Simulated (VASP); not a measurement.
# La (Fd-3m) in VASP: a series of runs, part 2 of 2

VASP 6.6.1. Earlier steps stand in the parts before.

## (4) Relaxation of cell and atoms, revPBE

This run uses another cell than the first one, of 50.51 Å³/atom, 1.181 times its volume.

Contents of INCAR:

```
SYSTEM = La
PREC     = Accurate       ! precision mode
ENCUT    = 600            ! plane-wave cutoff, eV
EDIFF    = 1E-6           ! SCF threshold, eV
ISMEAR   = -1             ! smearing method
SIGMA    = 0.1            ! smearing width, eV
LREAL    = .FALSE.        ! projectors in reciprocal space
LASPH    = .TRUE.         ! aspherical terms in the spheres
NELM     = 60             ! most SCF steps
ALGO     = Normal         ! electronic algorithm
ISIF     = 3              ! what is computed and relaxed
LWAVE    = .FALSE.        ! write WAVECAR
LCHARG   = .FALSE.        ! write CHGCAR
GGA      = RE             ! functional
IBRION   = 2              ! ionic algorithm
NSW      = 80             ! ionic steps
EDIFFG   = -0.01          ! ionic threshold
```

Contents of KPOINTS:

```
Automatic mesh
0
G
  8 8 8
  0 0 0
```

Contents of POSCAR:

```
La
1.0
    0.0000000000      3.6965376151      3.6965376151
    3.6965376151      0.0000000000      3.6965376151
    3.6965376151      3.6965376151      0.0000000000
La
2
Direct
    0.1250000000      0.1250000000      0.1250000000
    0.8750000000      0.8750000000      0.8750000000
```

Potentials or basis: VASP PAW PBE potentials, release 64 (La).

Launch:

```
> cat potpaw_PBE.64/La/POTCAR > POTCAR
> mpirun -np 1 vasp_std > vasp.out
```

OUTCAR:

```text
SYSTEM = La
   PREC = Accurate
   ENCUT = 600
   EDIFF = 1E-6
   ISMEAR = -1
   LREAL = .FALSE.
   LASPH = .TRUE.
   NELM = 60
   ISIF = 3
   GGA = RE
   IBRION = 2
   NSW = 80
   EDIFFG = -0.01

 ion  position               nearest neighbor table
   1  0.125  0.125  0.125-   2 3.20   2 3.20   2 3.20   2 3.20
   2  0.875  0.875  0.875-   1 3.20   1 3.20   1 3.20   1 3.20

  LATTYP: Found a face centered cubic cell.
 ALAT       =     7.3930752302

  Lattice vectors:

 A1 = (   0.0000000000,   3.6965376151,   3.6965376151)
 A2 = (   3.6965376151,   0.0000000000,   3.6965376151)
 A3 = (   3.6965376151,   3.6965376151,   0.0000000000)

Analysis of symmetry for initial positions (statically):
=====================================================================
 Subroutine PRICEL returns:
 Original cell was already a primitive cell.

 Routine SETGRP: Setting up the symmetry group for a
 face centered cubic supercell.

 Subroutine GETGRP returns: Found 48 space group operations
 (whereof 12 operations were pure point group operations)
 out of a pool of 48 trial point group operations.

The static configuration has the point symmetry D_3d.
 The point group associated with its full space group is O_h .

Analysis of symmetry for dynamics (positions and initial velocities):
=====================================================================
 Subroutine PRICEL returns:
[... 344 lines left out ...]
  ---------------------------------------------------
  ext. energy  EPLUGINS =         0.00000000
  ---------------------------------------------------
  free energy    TOTEN  =        -7.14754595 eV

  energy without entropy =       -7.07164796  energy(sigma->0) =       -7.10959696

 E-fermi :   7.2788     XC(G=0):  -9.1318

 val. band max:        7.2690222818   @ k =   0.3750   0.0000   0.0000
 cond. band min:       7.2837998213   @ k =  -0.3750   0.5000   0.1250
 fundamental gap:      0.0147775395
 Fermi energy:         7.2787850962

 k-point     1 :       0.0000    0.0000    0.0000
  band No.  band energies     occupation
      1     -26.2751      2.00000
      2     -24.7006      2.00000
      3     -10.4636      2.00000
      4     -10.4636      2.00000
      5     -10.4636      2.00000
      6      -8.4396      2.00000
      7      -8.4396      2.00000
      8      -8.4396      2.00000
      9       4.9088      2.00000
     10       6.5773      1.99820
     11       6.5773      1.99820
     12       8.1616      0.00029
     13       8.1616      0.00029
     14       8.1616      0.00029
[... 401 lines left out ...]
      2     -25.2587      2.00000
      3     -11.0021      2.00000
      4     -10.8338      2.00000
      5      -9.9987      2.00000
      6      -8.7112      2.00000
      7      -7.9133      2.00000
      8      -7.7309      2.00000
      9       5.5932      2.00000
     10       6.0141      1.99999
     11       6.7824      1.98613
     12       7.6776      0.03640
     13       8.0918      0.00059
     14       8.1358      0.00038
     15       8.4422      0.00002

 [... further k-points ...]

------------------------ aborting loop because EDIFF is reached ----------------------------------------

  FORCE on cell =-STRESS in cart. coord.  units (eV):
  Direction    XX          YY          ZZ          XY          YZ          ZX
  --------------------------------------------------------------------------------------
  -------------------------------------------------------------------------------------
  Total       -0.0155192     -0.0155192     -0.0155192      0.0000000     -0.0000000     -0.0000000
  in kB       -0.3258201     -0.3258201     -0.3258201      0.0000000     -0.0000000     -0.0000000
  external PRESSURE =      -0.3258201 kB  Pullay stress =       0.0000000 kB
[... 17 lines left out ...]
  FREE ENERGIE OF THE ION-ELECTRON SYSTEM (eV)
  ---------------------------------------------------
  free  energy   TOTEN  =        -7.1475459541 eV

  energy  without entropy=       -7.0716479612  energy(sigma->0) =       -7.10959696

 reached required accuracy - stopping structural energy minimisation
```

CONTCAR:

```text
La
   1.00000000000000
     0.0000000000000000    3.3665906835795765    3.3665906835795765
     3.3665906835795765   -0.0000000000000000    3.3665906835795765
     3.3665906835795765    3.3665906835795765   -0.0000000000000000
  La
     2
Direct
     0.1250000000000000    0.1250000000000000    0.1250000000000000
     0.8750000000000000    0.8750000000000000    0.8750000000000000

  0.00000000E+00  0.00000000E+00  0.00000000E+00
  0.00000000E+00  0.00000000E+00  0.00000000E+00
```

It took 4.6 min on 1 thread of Intel Xeon 6975P-C (Granite Rapids), shared host; peak memory 0.32 GiB.

Results:

```
Free energy                            : -7.1475 eV
Relaxed volume                         : 38.16 Å³/atom
Relaxed cell                           : a = 4.761 Å, b = 4.761 Å, c = 4.761 Å, α = 60.00°, β = 60.00°, γ = 60.00°
Space group after relaxing (to 0.05 Å) : Fd-3m (No. 227)
Energy gained by relaxing              : 213.6 meV/atom
Ionic steps                            : 11
Pressure after relaxing                : 0.0 GPa
Band gap on the k mesh                 : zero (band 11 reaches 7.41 eV, above the bottom of band 12 at 7.06 eV)
```

The path:
| step | energy change (eV) | largest force (eV/Å) | pressure (GPa) | volume (Å³) |
| --- | --- | --- | --- | --- |
| 1 | 0.0000 | 0.0000 | -3.56 | 101.02 |
| 2 | -0.3322 | 0.0000 | -2.84 | 85.48 |
| 3 | -0.4271 | 0.0000 | 0.11 | 76.35 |
| 4 | -0.4269 | 0.0000 | -0.27 | 76.80 |
| 5 | -0.4269 | 0.0000 | -0.27 | 76.75 |
| 6 | -0.4271 | 0.0000 | -0.18 | 76.61 |
| 7 | -0.4271 | 0.0000 | -0.19 | 76.61 |
| 8 | -0.4271 | 0.0000 | -0.17 | 76.59 |
| 9 | -0.4272 | 0.0000 | -0.17 | 76.55 |
| 10 | -0.4272 | 0.0000 | -0.12 | 76.47 |
| 11 | -0.4273 | 0.0000 | -0.03 | 76.31 |

Final structure:
```cif
data_structure
_symmetry_space_group_name_H-M 'P 1'
_symmetry_Int_Tables_number 1
_cell_length_a 4.7611
_cell_length_b 4.7611
_cell_length_c 4.7611
_cell_angle_alpha 60.000
_cell_angle_beta 60.000
_cell_angle_gamma 60.000
_cell_volume 76.31
loop_
_atom_site_label
_atom_site_type_symbol
_atom_site_fract_x
_atom_site_fract_y
_atom_site_fract_z
_atom_site_occupancy
La1 La 0.12500 0.12500 0.12500 1
La2 La 0.87500 0.87500 0.87500 1
```

Levels at points of the mesh, in eV from the Fermi level:
| k point | band 9 | band 10 | band 11 | band 12 | band 13 | band 14 |
| --- | --- | --- | --- | --- | --- | --- |
| (0.00, 0.00, 0.00) | -2.37 | -0.70 | -0.70 | 0.88 | 0.88 | 0.88 |
| (0.50, 0.00, 0.00) | -1.12 | -0.58 | -0.58 | -0.22 | 0.07 | 0.07 |
| (0.50, 0.50, 0.00) | -1.66 | -1.66 | -0.10 | -0.10 | 0.76 | 0.76 |

Caveat: the volume moved by over 15 % at a fixed basis, so the end points are rough; the PAW data sets were made with another functional, which shifts forces and pressure a little; spin-orbit coupling is left out, which moves the levels of the heavy elements.

## (5) The runs side by side

```csv
task,cell,k mesh,cutoff (eV),gap on the mesh (eV),pressure (GPa)
single point,"a = 4.946 Å, angles 60.0°, 2 atoms",9 × 9 × 9,520,none,-2.8
single point,"a = 4.763 Å, angles 60.0°, 2 atoms",13 × 13 × 13,520,none,-0.1
relaxation of cell and atoms,"relaxed from a = 5.228 Å, angles 60.0°, 2 atoms",8 × 8 × 8,600,none,0.0
```

Alike in all rows: level revPBE; potentials or basis VASP PAW PBE potentials, release 64 (La); no spin polarisation; smearing fermi-dirac 0.1 eV.

Caveats: the PAW data sets were made with another functional, which shifts forces and pressure a little; spin-orbit coupling is left out, which moves the levels of the heavy elements; the volume moved by over 15 % at a fixed basis, so the end points are rough (some runs).

Total energies depend on the potentials used, so only differences within one code and one set of settings carry meaning.
